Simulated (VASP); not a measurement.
# Ti in VASP: further runs

Runs on Ti. Level: PBE. Tasks: single point.

Program: VASP 6.6.1. These are calculated values, not measurements. Logs are shortened: lines on timing, memory, paths and dates and some standing lists are left out, and cuts for length are marked.

## (1) The cell of the first run

Symmetry: P6_3/mmc, No. 194, hexagonal system. Conventional cell: a = 2.950 Å, b = 2.950 Å, c = 4.686 Å, α = 90.00°, β = 90.00°, γ = 120.00°. Within 3.8 Å of Ti (site symmetry -6m2) lie 12 Ti at 2.90 to 2.95 Å.

## (2) Single point, PBE

Contents of INCAR:

```
PREC = Accurate ; ENCUT = 520
EDIFF = 1E-6 ; ISMEAR = 1
SIGMA = 0.2 ; LREAL = F
LASPH = T ; NELM = 60
ALGO = Normal ; ISIF = 2
LWAVE = F ; LCHARG = T
GGA = PE ; LELF = T
LVHAR = T ; NBANDS = 19
```

Contents of KPOINTS:

```
regular mesh
0
Gamma
  13 13 7
```

Contents of POSCAR:

```
Ti
1.0
    2.9499978604      0.0000000000      0.0000000000
   -1.4749989302      2.5547730882      0.0000000000
    0.0000000000      0.0000000000      4.6860000000
Ti
2
Direct
    0.3333333333      0.6666666667      0.2500000000
    0.6666666667      0.3333333333      0.7500000000
```

Potentials or basis: VASP PAW PBE potentials, release 64 (Ti_sv).

Command:

```bash
cat potpaw_PBE.64/Ti_sv/POTCAR > POTCAR
mpirun -np 1 vasp_std > vasp.out
```

OUTCAR:

```text
PREC = Accurate
   ENCUT = 520
   EDIFF = 1E-6
   ISMEAR = 1
   LREAL = F
   LASPH = T
   NELM = 60
   ISIF = 2
   GGA = PE

 ion  position               nearest neighbor table
   1  0.333  0.667  0.250-   2 2.90   2 2.90   2 2.90   2 2.90   2 2.90   2 2.90
   2  0.667  0.333  0.750-   1 2.90   1 2.90   1 2.90   1 2.90   1 2.90   1 2.90

  LATTYP: Found a hexagonal cell.
 ALAT       =     2.9499978604
 C/A-ratio  =     1.5884757284

  Lattice vectors:

 A1 = (   2.9499978604,   0.0000000000,   0.0000000000)
 A2 = (  -1.4749989302,   2.5547730882,   0.0000000000)
 A3 = (   0.0000000000,   0.0000000000,   4.6860000000)

Analysis of symmetry for initial positions (statically):
=====================================================================
 Subroutine PRICEL returns:
 Original cell was already a primitive cell.

 Routine SETGRP: Setting up the symmetry group for a
 hexagonal supercell.

 Subroutine GETGRP returns: Found 24 space group operations
 (whereof 12 operations were pure point group operations)
 out of a pool of 24 trial point group operations.

The static configuration has the point symmetry D_3d.
 The point group associated with its full space group is D_6h.

Analysis of symmetry for dynamics (positions and initial velocities):
=====================================================================
 Subroutine PRICEL returns:
 Original cell was already a primitive cell.

 Routine SETGRP: Setting up the symmetry group for a
 hexagonal supercell.

 Subroutine GETGRP returns: Found 24 space group operations
 (whereof 12 operations were pure point group operations)
 out of a pool of 24 trial point group operations.

The dynamic configuration has the point symmetry D_3d.
 The point group associated with its full space group is D_6h.

 Subroutine INISYM returns: Found 24 space group operations
 (whereof 12 operations are pure point group operations),
 and found     1 'primitive' translations

----------------------------------------------------------------------------------------

                                     Primitive cell

  volume of cell :      35.3164

  direct lattice vectors                    reciprocal lattice vectors
     2.949997860  0.000000000  0.000000000     0.338983297  0.195712098  0.000000000
    -1.474998930  2.554773088  0.000000000     0.000000000  0.391424195  0.000000000
     0.000000000  0.000000000  4.686000000     0.000000000  0.000000000  0.213401622

  length of vectors
     2.949997860  2.949997860  4.686000000     0.391424195  0.391424195  0.213401622

  position of ions in fractional coordinates (direct lattice)
     0.333333333  0.666666667  0.250000000
     0.666666667  0.333333333  0.750000000

  ion indices of the primitive-cell ions
   primitive index   ion index
                 1           1
                 2           2

----------------------------------------------------------------------------------------

 KPOINTS: regular mesh

Automatic generation of k-mesh.
 Grid dimensions read from file:
 generate k-points for:   13   13    7

 Generating k-lattice:

  Cartesian coordinates                     Fractional coordinates (reciprocal lattice)
     0.026075638  0.015054777  0.000000000     0.076923077  0.000000000  0.000000000
     0.000000000  0.030109553  0.000000000     0.000000000  0.076923077  0.000000000
     0.000000000  0.000000000  0.030485946     0.000000000  0.000000000  0.142857143

  Length of vectors
     0.030109553  0.030109553  0.030485946

  Shift w.r.t. Gamma in fractional coordinates (k-lattice)
     0.000000000  0.000000000  0.000000000

 Subroutine IBZKPT returns following result:
 ===========================================

 Found     84 irreducible k-points:

 Following reciprocal coordinates:
            Coordinates               Weight
  0.000000  0.000000  0.000000      1.000000
  0.076923  0.000000  0.000000      6.000000
  0.153846  0.000000  0.000000      6.000000
  0.230769  0.000000  0.000000      6.000000
  0.307692  0.000000  0.000000      6.000000
  0.384615  0.000000  0.000000      6.000000
[... 16 lines left out ...]
  0.076923  0.000000  0.142857     12.000000
  0.153846  0.000000  0.142857     12.000000
 [... further k-points ...]
   k-points           NKPTS =     84   k-points in BZ     NKDIM =     84   number of bands    NBANDS=     19
   number of dos      NEDOS =    301   number of ions     NIONS =      2
   total plane-waves  NPLWV =  20736
   dimension x,y,z NGX =    24 NGY =   24 NGZ =   36
   dimension x,y,z NGXF=    48 NGYF=   48 NGZF=   72
   ions per type =               2
   NGX,Y,Z   is equivalent  to a cutoff of  13.53, 13.53, 12.77 a.u.
   NGXF,Y,Z  is equivalent  to a cutoff of  27.05, 27.05, 25.54 a.u.
 SYSTEM =  unknown system
   PREC   = accura    normal or accurate (medium, high low for compatibility)
   ISTART =      0    job   : 0-new  1-cont  2-samecut
   ICHARG =      2    charge: 1-file 2-atom 10-const
   ISPIN  =      1    spin polarized calculation?
   LNONCOLLINEAR =      F non collinear calculations
   LSORBIT =      F    spin-orbit coupling
   LASPH  =      T    aspherical Exc in radial PAW
   ENCUT  =  520.0 eV  38.22 Ry    6.18 a.u.   5.49  5.49  8.71*2*pi/ulx,y,z
   NELM   =     60;   NELMIN=  2; NELMDL= -5     # of ELM steps
   EDIFF  = 0.1E-05   stopping-criterion for ELM
   LREAL  =      F    real-space projection
[... 7 lines left out ...]
   TEBEG  =    0.0;   TEEND  =   0.0 temperature during run
   PSTRESS=    0.0 pullay stress
   NELECT =      24.0000    total number of electrons
   NUPDOWN=      -1.0000    fix difference up-down
   EMIN   =  10.00;   EMAX   =-10.00  energy-range for DOS
   EFERMI =   0.00;   METHOD = LEGACY
   ISMEAR =     1;   SIGMA  =   0.20  broadening in eV -4-tet -1-fermi 0-gaus
   EFERMI_NEDOS =   21; number of points for ismear=-14 and -15
   IALGO  =     38    algorithm
   IMIX   =      4    mixing-type and parameters
     AMIX     =   0.40;   BMIX     =  1.00
     AMIX_MAG =   1.60;   BMIX_MAG =  1.00
  volume/ion in A,a.u.               =      17.66       119.16
  Fermi-wavevector in a.u.,A,eV,Ry     =   1.439306  2.719894 28.185854  2.071602
  Thomas-Fermi vector in A             =   2.558176
   LORBIT       =      0    0 simple, 1 ext, 2 COOP (PROOUT), +10 PAW based schemes
   GGA     = PE    functional components
   LHFCALC =     F    Hartree Fock is set to
   AEXX    =    0.0000 exact exchange contribution
   IVDW    =     0    specifies the selected vdW correction
   LEPSILON=     F    determine dielectric tensor
   LRPA    =     F    only Hartree local field effects (RPA)
 non-spin polarized calculation
 Methfessel and Paxton  Order N= 1 SIGMA  =   0.20
  energy-cutoff  :      520.00
  volume of cell :       35.32
 maximum number of plane-waves:       975
 NGX is ok and might be reduce to    24
   NGX = 11   NGY = 11   NGZ = 17

 number of electron      24.0000001 magnetization

 Free energy of the ion-electron system (eV)
  ---------------------------------------------------
  ext. energy  EPLUGINS =         0.00000000
  ---------------------------------------------------
  free energy    TOTEN  =       -15.66613425 eV

  energy without entropy =      -15.67058240  energy(sigma->0) =      -15.66761697

 E-fermi :   8.1751     XC(G=0): -11.4200

 val. band max:        8.1711284356   @ k =   0.0769   0.0769   0.4286
 cond. band min:       8.1905728904   @ k =   0.3077   0.3077   0.2857
 fundamental gap:      0.0194444548
 Fermi energy:         8.1751416468

 k-point     1 :       0.0000    0.0000    0.0000
  band No.  band energies     occupation
      1     -48.7289      2.00000
      2     -48.6025      2.00000
      3     -25.2977      2.00000
      4     -24.6840      2.00000
      5     -24.6840      2.00000
      6     -24.6311      2.00000
[... 11 lines left out ...]
     18       9.7670     -0.00000
     19      11.2474     -0.00000

 k-point     2 :       0.0769    0.0000    0.0000
  band No.  band energies     occupation
      1     -48.7234      2.00000
      2     -48.6003      2.00000
      3     -25.2854      2.00000
      4     -24.7094      2.00000
      5     -24.6925      2.00000
      6     -24.6362      2.00000
[... 11 lines left out ...]
     18       9.6773     -0.00000
     19      11.2948     -0.00000

 k-point     3 :       0.1538    0.0000    0.0000
  band No.  band energies     occupation
      1     -48.7080      2.00000
      2     -48.5944      2.00000
      3     -25.2501      2.00000
      4     -24.7799      2.00000
      5     -24.7152      2.00000
      6     -24.6880      2.00000
[... 11 lines left out ...]
     18       9.8052     -0.00000
     19      11.3983     -0.00000

 k-point     4 :       0.2308    0.0000    0.0000
  band No.  band energies     occupation
      1     -48.6855      2.00000
      2     -48.5870      2.00000
      3     -25.1962      2.00000
      4     -24.8803      2.00000
      5     -24.7863      2.00000
      6     -24.7461      2.00000
[... 11 lines left out ...]
     18      10.2463     -0.00000
     19      11.5014     -0.00000

 k-point     5 :       0.3077    0.0000    0.0000
  band No.  band energies     occupation
      1     -48.6600      2.00000
      2     -48.5805      2.00000
      3     -25.1307      2.00000
      4     -24.9878      2.00000
      5     -24.8872      2.00000
      6     -24.7777      2.00000
[... 11 lines left out ...]
     18      10.7635     -0.00000
     19      11.5777     -0.00000
[... 334 lines left out ...]
      2     -48.5847      2.00000
      3     -25.0520      2.00000
      4     -24.9613      2.00000
      5     -24.9270      2.00000
      6     -24.9262      2.00000
[... 11 lines left out ...]
     18      11.3803     -0.00000
     19      13.5470      0.00000

 k-point    22 :       0.0000    0.0000    0.1429
  band No.  band energies     occupation
      1     -48.7227      2.00000
      2     -48.6088      2.00000
      3     -25.2659      2.00000
      4     -24.6794      2.00000
      5     -24.6794      2.00000
      6     -24.6653      2.00000
[... 11 lines left out ...]
     18       9.9452     -0.00000
     19      11.2544     -0.00000

 k-point    23 :       0.0769    0.0000    0.1429
  band No.  band energies     occupation
      1     -48.7174      2.00000
      2     -48.6065      2.00000
      3     -25.2551      2.00000
      4     -24.7041      2.00000
      5     -24.6876      2.00000
      6     -24.6772      2.00000
[... 11 lines left out ...]
     18       9.8999     -0.00000
     19      11.2927     -0.00000

 k-point    24 :       0.1538    0.0000    0.1429
  band No.  band energies     occupation
      1     -48.7025      2.00000
      2     -48.6001      2.00000
      3     -25.2248      2.00000
      4     -24.7730      2.00000
      5     -24.7267      2.00000
      6     -24.7097      2.00000
[... 11 lines left out ...]
     18       9.9098     -0.00000
     19      11.3756     -0.00000

 [... further k-points ...]
[... 5 lines left out ...]
  --------------------------------------------------------------------------------------
  -------------------------------------------------------------------------------------
  Total       -0.3901422     -0.3901422     -0.4864546      0.0000000      0.0000000      0.0000000
  in kB      -17.6993436    -17.6993436    -22.0686924      0.0000000      0.0000000      0.0000000
  external PRESSURE =     -19.1557932 kB  Pullay stress =       0.0000000 kB

 VOLUME and BASIS-vectors are now :
 -----------------------------------------------------------------------------
  energy-cutoff  :      520.00
  volume of cell :       35.32
      direct lattice vectors                 reciprocal lattice vectors
     2.949997860  0.000000000  0.000000000     0.338983297  0.195712098  0.000000000
    -1.474998930  2.554773088  0.000000000     0.000000000  0.391424195  0.000000000
     0.000000000  0.000000000  4.686000000     0.000000000  0.000000000  0.213401622

 POSITION                                       TOTAL-FORCE (eV/Angst)
 -----------------------------------------------------------------------------------
     -0.00000      1.70318      1.17150         0.000000     -0.000000      0.000000
      1.47500      0.85159      3.51450        -0.000000      0.000000      0.000000
 -----------------------------------------------------------------------------------
    total drift:                               -0.000000      0.000000     -0.000000

  FREE ENERGIE OF THE ION-ELECTRON SYSTEM (eV)
  ---------------------------------------------------
  free  energy   TOTEN  =       -15.6661342526 eV

  energy  without entropy=      -15.6705823986  energy(sigma->0) =      -15.66761697
```

It took 29 s on 1 thread of AMD EPYC 9R45 (Zen 5), shared host; peak memory 0.15 GiB.

Results:

- Free energy: -15.6661 eV
- Pressure: -1.9 GPa
- Band gap on the k mesh: zero (bands 12 and 13 overlap by 1.09 eV)

## (3) Single point, PBE

Contents of INCAR:

```
SYSTEM = Ti
ALGO = Normal
EDIFF = 1E-6
ENCUT = 520
GGA = PE
ISIF = 2
ISMEAR = -5
LASPH = .True.
LCHARG = .False.
LREAL = .False.
LWAVE = .False.
NBANDS = 19
NELM = 60
PREC = Accurate
SIGMA = 0.1
```

Contents of KPOINTS:

```
k-points
0
Gamma
  13 13 7
  0 0 0
```

POSCAR is that of step 2.

Potentials or basis: VASP PAW PBE potentials, release 64 (Ti_sv).

Command:

```bash
cat potpaw_PBE.64/Ti_sv/POTCAR > POTCAR
mpirun -np 1 vasp_std > vasp.out
```

It took 30 s on 1 thread of AMD EPYC 9R45 (Zen 5), shared host; peak memory 0.16 GiB.

It converged, with:

```yaml
Free_energy: -15.6685 eV
Pressure: -1.9 GPa
Band_gap_on_the_k_mesh: zero (bands 12 and 13 overlap by 1.09 eV)
```

Stress tensor (GPa, compression positive):
```
-1.85  0.00  0.00
 0.00 -1.85  0.00
 0.00  0.00 -2.10
```

Levels at points of the mesh, in eV from the Fermi level:
```csv
k point,band 10,band 11,band 12,band 13,band 14,band 15
"(0.00, 0.00, 0.00)",-2.68,0.68,0.74,0.74,0.83,1.23
```

Caveat: tetrahedron occupations give inexact forces and stress in metals.

## (4) Single point, PBE (equal xy, yz and zx shear strains of -2 %)

Contents of INCAR:

```
SYSTEM = Ti
PREC     = Accurate       ! precision mode
ENCUT    = 520            ! plane-wave cutoff, eV
EDIFF    = 1E-7           ! SCF threshold, eV
ISMEAR   = -1             ! smearing method
SIGMA    = 0.08           ! smearing width, eV
LREAL    = .FALSE.        ! projectors in reciprocal space
LASPH    = .TRUE.         ! aspherical terms in the spheres
NELM     = 100            ! most SCF steps
ALGO     = Normal         ! electronic algorithm
ISIF     = 2              ! what is computed and relaxed
LWAVE    = .FALSE.        ! write WAVECAR
LCHARG   = .FALSE.        ! write CHGCAR
GGA      = PE             ! functional
NBANDS   = 19             ! bands
```

Contents of KPOINTS:

```
Automatic mesh
0
G
  13 13 7
  0 0 0
```

Contents of POSCAR:

```
Ti
1.0
    2.9499978604     -0.0294999786     -0.0294999786
   -1.5005466611      2.5695230775     -0.0107977416
   -0.0468600000     -0.0468600000      4.6860000000
Ti
2
Direct
    0.3333333333      0.6666666667      0.2500000000
    0.6666666667      0.3333333333      0.7500000000
```

Command:

```bash
cat potpaw_PBE.64/Ti_sv/POTCAR > POTCAR
mpirun -np 1 vasp_std > vasp.out
```

Wall time 3.4 min (1 thread of AMD EPYC 9R45 (Zen 5), shared host); peak memory 0.38 GiB.

It converged, with:

```yaml
Free_energy: -15.6846 eV
Pressure: -1.8 GPa
Largest_force: 0.055 eV/Å
Band_gap_on_the_k_mesh: zero (bands 12 and 13 overlap by 1.07 eV)
```

Forces on the atoms (eV/Å):
```
Ti   0.055  0.001  0.007
Ti  -0.055 -0.001 -0.007
```

Stress tensor (GPa, compression positive):
```
-1.66  1.27  0.84
 1.27 -1.64  0.84
 0.84  0.84 -2.06
```

Levels at points of the mesh, in eV from the Fermi level:
```tsv
k point	band 9	band 10	band 11	band 12	band 13	band 14	band 15	band 16
(0.00, 0.00, 0.00)	-6.16	-2.63	0.66	0.72	0.86	0.91	1.16	1.37
```

Caveat: the cell differs from its parent crystal (equal xy, yz and zx shear strains of -2 %).

## (5) Single point, PBE (atom 1 (Ti) moved by [0.017321, 0.017321, 0.017321] A)

Contents of INCAR:

```
SYSTEM = Ti
ALGO = Normal
EDIFF = 1E-6
ENCUT = 520
GGA = PE
ISIF = 2
ISMEAR = -1
LASPH = .TRUE.
LCHARG = .TRUE.
LELF = .TRUE.
LREAL = .FALSE.
LVHAR = .TRUE.
LWAVE = .FALSE.
NBANDS = 19
NELM = 60
PREC = Accurate
SIGMA = 0.08
```

Contents of KPOINTS:

```
k-points
0
G
  13 13 7
  0 0 0
```

Contents of POSCAR:

```
Ti
1.0
    2.9499978604      0.0000000000      0.0000000000
   -1.4749989302      2.5547730882      0.0000000000
    0.0000000000      0.0000000000      4.6860000000
Ti
2
Direct
    0.3425947922      0.6734465252      0.2536963295
    0.6666666667      0.3333333333      0.7500000000
```

Command:

```bash
cat potpaw_PBE.64/Ti_sv/POTCAR > POTCAR
mpirun -np 1 vasp_std > vasp.out
```

Run time: 3.1 min. Hardware: 1 thread of AMD EPYC 9R45 (Zen 5), shared host; peak memory 0.38 GiB.

Results (log left out):

```
Free energy            : -15.6902 eV
Pressure               : -1.8 GPa
Largest force          : 0.057 eV/Å
Band gap on the k mesh : zero (bands 12 and 13 overlap by 1.08 eV)
```

Forces in eV/Å, atoms in the order of the input:
```
Ti  -0.024 -0.024 -0.045
Ti   0.024  0.024  0.045
```

Stress tensor (GPa, compression positive):
```
-1.88 -0.21  0.01
-0.21 -1.45  0.01
 0.01  0.01 -2.03
```

Levels at points of the mesh, in eV from the Fermi level:
```csv
k point,band 8,band 9,band 10,band 11,band 12,band 13,band 14,band 15,band 16,band 17
"(0.00, 0.00, 0.00)",-32.73,-6.16,-2.64,0.70,0.77,0.79,0.88,1.25,1.27,1.58
```

Caveat: the cell differs from its parent crystal (atom 1 (Ti) moved by [0.017321, 0.017321, 0.017321] A).

## (6) Overview

| cell | smearing | gap on the mesh (eV) | pressure (GPa) | largest force (eV/Å) |
| --- | --- | --- | --- | --- |
| a = 2.950, b = 2.950, c = 4.686 Å, angles 90.0, 90.0, 120.0°, 2 atoms, atomic positions A | methfessel-paxton 0.2 eV | none | -1.9 | - |
| a = 2.950, b = 2.950, c = 4.686 Å, angles 90.0, 90.0, 120.0°, 2 atoms, atomic positions A | tetrahedron | none | -1.9 | - |
| a = 2.950, b = 2.976, c = 4.686 Å, angles 90.4, 91.1, 120.9°, 2 atoms, atomic positions A | fermi-dirac 0.08 eV | none | -1.8 | 0.06 |
| a = 2.950, b = 2.950, c = 4.686 Å, angles 90.0, 90.0, 120.0°, 2 atoms, atomic positions B | fermi-dirac 0.08 eV | none | -1.8 | 0.06 |

Alike in all rows: task single point; level PBE; potentials or basis VASP PAW PBE potentials, release 64 (Ti_sv); no spin polarisation; k mesh 13 × 13 × 7; cutoff (eV) 520.

Caveats: tetrahedron occupations give inexact forces and stress in metals (at least some runs).

Absolute energies hang on the potentials; compare differences alone.
